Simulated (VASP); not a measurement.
# Rh in VASP: single point with PBEsol

Aim: the single point of Rh with PBEsol.

Program: VASP 6.6.1. These are calculated values, not measurements. Logs are shortened: lines on timing, memory, paths and dates and some standing lists are left out, and cuts for length are marked.

## Step 1: The cell of the first run

The cell holds a wire or tube with vacuum around it, 17 atoms: a = 17.000 Å, b = 16.900 Å, c = 2.601 Å, α = 90.00°, β = 90.00°, γ = 90.00°.

## Step 2: Single point, PBEsol

Contents of INCAR:

```
ALGO = Normal
EDIFF = 1E-6
ENCUT = 400
GGA = PS
GGA_COMPAT = False
ISIF = 2
ISMEAR = 0
LASPH = True
LCHARG = False
LREAL = False
LWAVE = False
NBANDS = 142
NELM = 120
PREC = Accurate
SIGMA = 0.05
```

Contents of KPOINTS:

```
k-points
0
Gamma
  1 1 20
```

Contents of POSCAR:

```
Rh
1.0
   17.0000000000      0.0000000000      0.0000000000
    0.0000000000     16.9000000000      0.0000000000
    0.0000000000      0.0000000000      2.6010030567
Rh
17
Direct
    0.5000000000      0.7222510873      0.0000000000
    0.5000000000      0.5000000000      0.0000000000
    0.5000000000      0.2777489127      0.0000000000
    0.4226661104      0.6118855646      0.5000000000
    0.4226661104      0.3881144354      0.5000000000
    0.7282475185      0.6130694752      0.5000000000
    0.7282475185      0.3869305248      0.5000000000
    0.2717524815      0.6130694752      0.5000000000
    0.2717524815      0.3869305248      0.5000000000
    0.5773338896      0.6118855646      0.5000000000
    0.5773338896      0.3881144354      0.5000000000
    0.3467369888      0.7222706540      1.0000000000
    0.3425791167      0.5000000000      1.0000000000
    0.3467369888      0.2777293460      1.0000000000
    0.6532630112      0.7222706540      0.0000000000
    0.6574208833      0.5000000000      0.0000000000
    0.6532630112      0.2777293460      0.0000000000
```

Potentials or basis: VASP PAW PBE potentials, release 64 (Rh_pv).

Run with:

```sh
$ cat potpaw_PBE.64/Rh_pv/POTCAR > POTCAR
$ mpirun -np 1 vasp_std > vasp.out
```

OUTCAR:

```text
EDIFF = 1E-6
   ENCUT = 400
   GGA = PS
   ISIF = 2
   ISMEAR = 0
   LASPH = True
   LREAL = False
   NELM = 120
   PREC = Accurate

 ion  position               nearest neighbor table
   1  0.500  0.722  0.000-  15 2.61  12 2.61   4 2.63  10 2.63   4 2.63  10 2.63
   2  0.500  0.500  0.000-   4 2.64   5 2.64  10 2.64  11 2.64   4 2.64   5 2.64  10 2.64  11 2.64
                            13 2.68  16 2.68
   3  0.500  0.278  0.000-  17 2.61  14 2.61   5 2.63  11 2.63   5 2.63  11 2.63
   4  0.423  0.612  0.500-   8 2.57  12 2.61  12 2.61   1 2.63   1 2.63  10 2.63   2 2.64   2 2.64
                            13 2.67  13 2.67
   5  0.423  0.388  0.500-   9 2.57  14 2.61  14 2.61   3 2.63   3 2.63  11 2.63   2 2.64   2 2.64
                            13 2.67  13 2.67
   6  0.728  0.613  0.500-  10 2.57  15 2.59  15 2.59  16 2.61  16 2.61
   7  0.728  0.387  0.500-  11 2.57  17 2.59  17 2.59  16 2.61  16 2.61
   8  0.272  0.613  0.500-   4 2.57  12 2.59  12 2.59  13 2.61  13 2.61
   9  0.272  0.387  0.500-   5 2.57  14 2.59  14 2.59  13 2.61  13 2.61
  10  0.577  0.612  0.500-   6 2.57  15 2.61  15 2.61   1 2.63   1 2.63   4 2.63   2 2.64   2 2.64
                            16 2.67  16 2.67
  11  0.577  0.388  0.500-   7 2.57  17 2.61  17 2.61   3 2.63   3 2.63   5 2.63   2 2.64   2 2.64
                            16 2.67  16 2.67
  12  0.347  0.722  0.000-   8 2.59   8 2.59   1 2.61   4 2.61   4 2.61
  13  0.343  0.500  0.000-   8 2.61   9 2.61   8 2.61   9 2.61   4 2.67   5 2.67   4 2.67   5 2.67
                             2 2.68
  14  0.347  0.278  0.000-   9 2.59   9 2.59   3 2.61   5 2.61   5 2.61
  15  0.653  0.722  0.000-   6 2.59   6 2.59   1 2.61  10 2.61  10 2.61
  16  0.657  0.500  0.000-   6 2.61   7 2.61   6 2.61   7 2.61  10 2.67  11 2.67  10 2.67  11 2.67
                             2 2.68
  17  0.653  0.278  0.000-   7 2.59   7 2.59   3 2.61  11 2.61  11 2.61

  LATTYP: Found a simple orthorhombic cell.
 ALAT       =     2.6010030567
 B/A-ratio  =     6.4974933253
 C/A-ratio  =     6.5359400314

  Lattice vectors:

 A1 = (   0.0000000000,   0.0000000000,  -2.6010030567)
 A2 = (   0.0000000000,  16.9000000000,   0.0000000000)
 A3 = (  17.0000000000,   0.0000000000,   0.0000000000)

Analysis of symmetry for initial positions (statically):
=====================================================================
 Subroutine PRICEL returns:
 Original cell was already a primitive cell.

 Routine SETGRP: Setting up the symmetry group for a
 simple orthorhombic supercell.

 Subroutine GETGRP returns: Found  8 space group operations
 (whereof  8 operations were pure point group operations)
 out of a pool of  8 trial point group operations.

The static configuration has the point symmetry D_2h.

Analysis of symmetry for dynamics (positions and initial velocities):
=====================================================================
 Subroutine PRICEL returns:
 Original cell was already a primitive cell.

 Routine SETGRP: Setting up the symmetry group for a
 simple orthorhombic supercell.

 Subroutine GETGRP returns: Found  8 space group operations
 (whereof  8 operations were pure point group operations)
 out of a pool of  8 trial point group operations.

The dynamic configuration has the point symmetry D_2h.

 Subroutine INISYM returns: Found  8 space group operations
 (whereof  8 operations are pure point group operations),
 and found     1 'primitive' translations

----------------------------------------------------------------------------------------

                                     Primitive cell

  volume of cell :     747.2682

  direct lattice vectors                    reciprocal lattice vectors
    17.000000000  0.000000000  0.000000000     0.058823529  0.000000000  0.000000000
     0.000000000 16.900000000  0.000000000     0.000000000  0.059171598  0.000000000
     0.000000000  0.000000000  2.601003057     0.000000000  0.000000000  0.384467061

  length of vectors
    17.000000000 16.900000000  2.601003057     0.058823529  0.059171598  0.384467061

  position of ions in fractional coordinates (direct lattice)
     0.500000000  0.722251087  0.000000000
     0.500000000  0.500000000  0.000000000
     0.500000000  0.277748913  0.000000000
     0.422666110  0.611885565  0.500000000
     0.422666110  0.388114435  0.500000000
     0.728247518  0.613069475  0.500000000
[... 9 lines left out ...]
     0.657420883  0.500000000  0.000000000
     0.653263011  0.277729346  0.000000000

  ion indices of the primitive-cell ions
   primitive index   ion index
                 1           1
                 2           2
                 3           3
                 4           4
                 5           5
                 6           6
[... 9 lines left out ...]
                16          16
                17          17

----------------------------------------------------------------------------------------

 KPOINTS: k-points

Automatic generation of k-mesh.
 Grid dimensions read from file:
 generate k-points for:    1    1   20

 Generating k-lattice:

  Cartesian coordinates                     Fractional coordinates (reciprocal lattice)
     0.058823529  0.000000000  0.000000000     1.000000000  0.000000000  0.000000000
     0.000000000  0.059171598  0.000000000     0.000000000  1.000000000  0.000000000
     0.000000000  0.000000000  0.019223353     0.000000000  0.000000000  0.050000000

  Length of vectors
     0.058823529  0.059171598  0.019223353

  Shift w.r.t. Gamma in fractional coordinates (k-lattice)
     0.000000000  0.000000000  0.000000000

 Subroutine IBZKPT returns following result:
 ===========================================

 Found     11 irreducible k-points:

 Following reciprocal coordinates:
            Coordinates               Weight
  0.000000  0.000000  0.000000      1.000000
  0.000000  0.000000  0.050000      2.000000
  0.000000  0.000000  0.100000      2.000000
  0.000000  0.000000  0.150000      2.000000
  0.000000  0.000000  0.200000      2.000000
  0.000000  0.000000  0.250000      2.000000
  0.000000  0.000000  0.300000      2.000000
  0.000000  0.000000  0.350000      2.000000
  0.000000  0.000000  0.400000      2.000000
  0.000000  0.000000  0.450000      2.000000
  0.000000  0.000000  0.500000      1.000000
   k-points           NKPTS =     11   k-points in BZ     NKDIM =     11   number of bands    NBANDS=    142
   number of dos      NEDOS =    301   number of ions     NIONS =     17
   total plane-waves  NPLWV = 225792
   dimension x,y,z NGX =   112 NGY =  112 NGZ =   18
   dimension x,y,z NGXF=   224 NGYF=  224 NGZF=   36
   ions per type =              17
   NGX,Y,Z   is equivalent  to a cutoff of  10.95, 11.02, 11.50 a.u.
   NGXF,Y,Z  is equivalent  to a cutoff of  21.91, 22.03, 23.01 a.u.
 SYSTEM =  unknown system
   PREC   = accura    normal or accurate (medium, high low for compatibility)
   ISTART =      0    job   : 0-new  1-cont  2-samecut
   ICHARG =      2    charge: 1-file 2-atom 10-const
   ISPIN  =      1    spin polarized calculation?
   LNONCOLLINEAR =      F non collinear calculations
   LSORBIT =      F    spin-orbit coupling
   LASPH  =      T    aspherical Exc in radial PAW
   ENCUT  =  400.0 eV  29.40 Ry    5.42 a.u.  27.72 27.56  4.24*2*pi/ulx,y,z
   NELM   =    120;   NELMIN=  2; NELMDL= -5     # of ELM steps
   EDIFF  = 0.1E-05   stopping-criterion for ELM
   LREAL  =      F    real-space projection
   EDIFFG = 0.1E-04   stopping-criterion for IOM
   NSW    =      0    number of steps for IOM
   IBRION =     -1    ionic relax: 0-MD 1-quasi-New 2-CG
   NFREE  =      0    steps in history (QN), initial steepest desc. (CG)
   ISIF   =      2    stress and relaxation
   ISYM   =      2    0-nonsym 1-usesym 2-fastsym
   POTIM  = 0.5000    time-step for ionic-motion
   TEBEG  =    0.0;   TEEND  =   0.0 temperature during run
   PSTRESS=    0.0 pullay stress
   NELECT =     255.0000    total number of electrons
   NUPDOWN=      -1.0000    fix difference up-down
   EMIN   =  10.00;   EMAX   =-10.00  energy-range for DOS
   EFERMI =   0.00;   METHOD = LEGACY
   ISMEAR =     0;   SIGMA  =   0.05  broadening in eV -4-tet -1-fermi 0-gaus
   EFERMI_NEDOS =   21; number of points for ismear=-14 and -15
   IALGO  =     38    algorithm
   IMIX   =      4    mixing-type and parameters
     AMIX     =   0.40;   BMIX     =  1.00
     AMIX_MAG =   1.60;   BMIX_MAG =  1.00
  volume/ion in A,a.u.               =      43.96       296.64
  Fermi-wavevector in a.u.,A,eV,Ry     =   1.144009  2.161863 17.806711  1.308756
  Thomas-Fermi vector in A             =   2.280702
   LORBIT       =      0    0 simple, 1 ext, 2 COOP (PROOUT), +10 PAW based schemes
   GGA     = PS    functional components
   LHFCALC =     F    Hartree Fock is set to
   AEXX    =    0.0000 exact exchange contribution
   IVDW    =     0    specifies the selected vdW correction
   LEPSILON=     F    determine dielectric tensor
   LRPA    =     F    only Hartree local field effects (RPA)
 non-spin polarized calculation
 Gauss-broadening in eV      SIGMA  =   0.05
  energy-cutoff  :      400.00
  volume of cell :      747.27
 maximum number of plane-waves:     13602
 NGX is ok and might be reduce to   112
   NGX = 55   NGY = 55   NGZ =  9

 number of electron     255.0000061 magnetization

 Free energy of the ion-electron system (eV)
  ---------------------------------------------------
  ext. energy  EPLUGINS =         0.00000000
  ---------------------------------------------------
  free energy    TOTEN  =      -122.05478839 eV

  energy without entropy =     -122.01956426  energy(sigma->0) =     -122.03717632

 E-fermi :   0.2930     XC(G=0):  -5.6343

 val. band max:        0.2830166096   @ k =   0.0000   0.0000   0.1500
 cond. band min:       0.2936919640   @ k =   0.0000   0.0000   0.0500
 fundamental gap:      0.0106753544
 Fermi energy:         0.2930223343

 k-point     1 :       0.0000    0.0000    0.0000
  band No.  band energies     occupation
      1     -46.9434      2.00000
      2     -46.8675      2.00000
      3     -46.8573      2.00000
      4     -46.8076      2.00000
      5     -46.8017      2.00000
      6     -46.6987      2.00000
[... 131 lines left out ...]
    138       0.8552      0.00000
    139       0.8600      0.00000

 k-point     2 :       0.0000    0.0000    0.0500
  band No.  band energies     occupation
      1     -46.9391      2.00000
      2     -46.8637      2.00000
      3     -46.8533      2.00000
      4     -46.8063      2.00000
      5     -46.7976      2.00000
      6     -46.6985      2.00000
[... 1409 lines left out ...]
    138       3.0703      0.00000
    139       3.5102      0.00000
 [bands above 139 left out]

------------------------ aborting loop because EDIFF is reached ----------------------------------------

  FORCE on cell =-STRESS in cart. coord.  units (eV):
  Direction    XX          YY          ZZ          XY          YZ          ZX
  --------------------------------------------------------------------------------------
  -------------------------------------------------------------------------------------
  Total       -1.7264317     -2.0225072     -1.9578039      0.0000000      0.0000000      0.0000000
  in kB       -3.7015489     -4.3363485     -4.1976215      0.0000000      0.0000000      0.0000000
  external PRESSURE =      -4.0785063 kB  Pullay stress =       0.0000000 kB

 VOLUME and BASIS-vectors are now :
 -----------------------------------------------------------------------------
  energy-cutoff  :      400.00
  volume of cell :      747.27
      direct lattice vectors                 reciprocal lattice vectors
    17.000000000  0.000000000  0.000000000     0.058823529  0.000000000  0.000000000
     0.000000000 16.900000000  0.000000000     0.000000000  0.059171598  0.000000000
     0.000000000  0.000000000  2.601003057     0.000000000  0.000000000  0.384467061

 POSITION                                       TOTAL-FORCE (eV/Angst)
 -----------------------------------------------------------------------------------
      8.50000     12.20604      0.00000        -0.000000      0.014503     -0.000000
      8.50000      8.45000      0.00000        -0.000000      0.000000      0.000000
      8.50000      4.69396      0.00000        -0.000000     -0.014503      0.000000
      7.18532     10.34087      1.30050        -0.003340      0.003247     -0.000000
      7.18532      6.55913      1.30050        -0.003340     -0.003247      0.000000
     12.38021     10.36087      1.30050         0.010514      0.006241      0.000000
[... 9 lines left out ...]
     11.17616      8.45000      0.00000         0.021966      0.000000      0.000000
     11.10547      4.69363      0.00000        -0.004256      0.016334      0.000000
 -----------------------------------------------------------------------------------
    total drift:                                0.000000      0.000000      0.000000

  FREE ENERGIE OF THE ION-ELECTRON SYSTEM (eV)
  ---------------------------------------------------
  free  energy   TOTEN  =      -122.0547883901 eV

  energy  without entropy=     -122.0195642562  energy(sigma->0) =     -122.03717632
```

Wall time 20 min (1 thread of Intel Xeon 6975P-C (Granite Rapids), shared host); peak memory 0.8 GiB.

Results:

```
Free energy            : -122.0548 eV
Largest force          : 0.022 eV/Å
Band gap on the k mesh : zero (an odd number of electrons rules out a gap without spin polarisation)
```

Forces in eV/Å, atoms in the order of the input:
```
Rh   0.000  0.015  0.000
Rh   0.000  0.000  0.000
Rh   0.000 -0.015  0.000
Rh  -0.003  0.003  0.000
Rh  -0.003 -0.003  0.000
Rh   0.011  0.006  0.000
Rh   0.011 -0.006  0.000
Rh  -0.011  0.006  0.000
Rh  -0.011 -0.006  0.000
Rh   0.003  0.003  0.000
Rh   0.003 -0.003  0.000
Rh   0.004 -0.016  0.000
Rh  -0.022  0.000  0.000
Rh   0.004  0.016  0.000
Rh  -0.004 -0.016  0.000
Rh   0.022  0.000  0.000
Rh  -0.004  0.016  0.000
```

Caveat: the PAW data sets were made with another functional, which shifts forces and pressure a little.
